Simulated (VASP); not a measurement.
A run of VASP 6.6.1 is set up as follows.

The input INCAR:

```
PREC = Accurate
ENCUT = 520
EDIFF = 1E-7
ISMEAR = -1
SIGMA = 0.1
LREAL = F
LASPH = T
NELM = 100
ALGO = Normal
ISIF = 2
LWAVE = F
LCHARG = F
GGA = PS
NBANDS = 12
```

File KPOINTS:

```
regular mesh
0
Gamma
  20 20 20
```

File POSCAR:

```
Hg
1.0
    0.0000000000      2.2693289483      2.2693289483
    2.2693289483      0.0000000000      2.2693289483
    2.2693289483      2.2693289483      0.0000000000
Hg
1
Direct
    0.0000000000      0.0000000000      0.0000000000
```

Potentials or basis: VASP PAW PBE potentials, release 64 (Hg).

The run is started by

```bash
$ cat potpaw_PBE.64/Hg/POTCAR > POTCAR
$ mpirun -np 1 vasp_std > vasp.out
```

Problem. Predict the pressure.

Solution. 0.2 GPa.

Problem. Estimate the band gap on the k mesh.

Solution. Zero (band 6 reaches 3.02 eV, above the bottom of band 7 at 1.04 eV).

Caveat: the PAW data sets were made with another functional, which shifts forces and pressure a little; spin-orbit coupling is left out, which moves the levels of the heavy elements.
